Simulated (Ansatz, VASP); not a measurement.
NaCl: VASP beside Ansatz

The input POSCAR:

```
NaCl
1.0
    0.0000000000      2.7940632177      2.7940632177
    2.7940632177      0.0000000000      2.7940632177
    2.7940632177      2.7940632177      0.0000000000
Cl Na
1 1
Direct
    0.5000000000      0.5000000000      0.5000000000
    0.0000000000      0.0000000000      0.0000000000
```

INCAR.step1

```
SYSTEM = NaCl
PREC = Accurate
ENCUT = 520
EDIFF = 1E-5
ISMEAR = -1
SIGMA = 0.05
LREAL = .False.
LASPH = .True.
NELM = 100
ALGO = Normal
ISIF = 2
LWAVE = .True.
LCHARG = .False.
GGA = PE
NBANDS = 14
```

INCAR.step2

```
SYSTEM = NaCl
PREC = Accurate
ENCUT = 520
EDIFF = 1E-7
ISMEAR = -1
SIGMA = 0.05
LREAL = .False.
LASPH = .True.
NELM = 100
ALGO = Normal
ISIF = 2
LWAVE = .False.
LCHARG = .False.
GGA = PE
LHFCALC = .True.
AEXX = 0.25
HFSCREEN = 0.4
PRECFOCK = Normal
ISTART = 1
NBANDS = 14
```

KPOINTS

```
regular mesh
0
Gamma
  4 4 4
  0 0 0
```

The input input.yaml:

```yaml
crystal:
  lattice:
    - [0.0, 2.7940632177, 2.7940632177]
    - [2.7940632177, 0.0, 2.7940632177]
    - [2.7940632177, 2.7940632177, 0.0]
  atoms:
    - { symbol: Cl, position: [0.5, 0.5, 0.5] }
    - { symbol: Na, position: [0.0, 0.0, 0.0] }
kpoints:
  mp_grid: { grid: [4, 4, 4] }
scf:
  occupations: { method: fermi_dirac, width: 0.05 }
hamiltonian:
  xc: { preset: hse06, exx: { coeff: 0.25, omega: 0.4 } }
  pseudopotentials: { kind: all_electron, datasets: crystal }
output:
  forces: true
  stress: true
```

Alike in both runs: task single point; functional PBE-based screened hybrid; k mesh 4 × 4 × 4; occupations fermi-dirac, width 0.05 eV; no spin polarisation.

```csv
,VASP,Ansatz
version,VASP 6.6.1,Ansatz 0.2.0
potentials or method,"VASP PAW PBE potentials, release 64 (Cl, Na_pv), cutoff 520 eV",all-electron PAW datasets made for the crystal
```

|  | VASP | Ansatz | Ansatz less VASP |
| --- | --- | --- | --- |
| gap on the k mesh at the Fermi level (eV) | 6.13 | 6.14 | +0.008 |
| least direct gap on the mesh (eV) | 6.13 | 6.14 | +0.008 |
| pressure (GPa) | 1.1 | 1.0 | -0.03 |

VASP's potentials were made for PBE, not for PBE-based screened hybrid. Ansatz ran all-electron here, and VASP with PAW potentials.

The k mesh is coarse, so the values compare programs but aren't converged.
